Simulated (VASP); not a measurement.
Input of a VASP 6.6.1 run:

The input INCAR:

```
PREC     = Accurate       # precision mode
ENCUT    = 520            # plane-wave cutoff, eV
EDIFF    = 1E-6           # SCF threshold, eV
ISMEAR   = 0              # smearing method
SIGMA    = 0.01           # smearing width, eV
LREAL    = False          # projectors in reciprocal space
LASPH    = True           # aspherical terms in the spheres
NELM     = 80             # most SCF steps
ALGO     = Normal         # electronic algorithm
ISIF     = 2              # what is computed and relaxed
LWAVE    = False          # write WAVECAR
LCHARG   = False          # write CHGCAR
GGA      = PE             # functional
NBANDS   = 24             # bands
```

File KPOINTS:

```
Automatic mesh
0
Gamma
  5 5 5
```

POSCAR

```
KMgF3
1.0
    3.9859000000      0.0000000000      0.0000000000
    0.0000000000      3.9859000000      0.0000000000
    0.0000000000      0.0000000000      3.9859000000
K Mg F
1 1 3
Direct
    0.5000000000      0.5000000000      0.5000000000
    0.0000000000      0.0000000000      0.0000000000
    0.5000000000      0.0000000000      0.0000000000
    0.0000000000      0.5000000000      0.0000000000
    0.0000000000      0.0000000000      0.5000000000
```

Potentials or basis: VASP PAW PBE potentials, release 64 (K_sv, Mg, F).

Launch:

```console
$ cat potpaw_PBE.64/K_sv/POTCAR potpaw_PBE.64/Mg/POTCAR potpaw_PBE.64/F/POTCAR > POTCAR
$ mpirun -np 1 vasp_std > vasp.out
```

(1) Estimate the band gap on the k mesh.

(2) Estimate the pressure.

Results:

(1) 7.37 eV (least direct gap 7.63 eV).

(2) 3.3 GPa.

Caveat: the cell stands under pressure; an odd mesh through Γ misses points on the zone boundary, where band edges can lie.
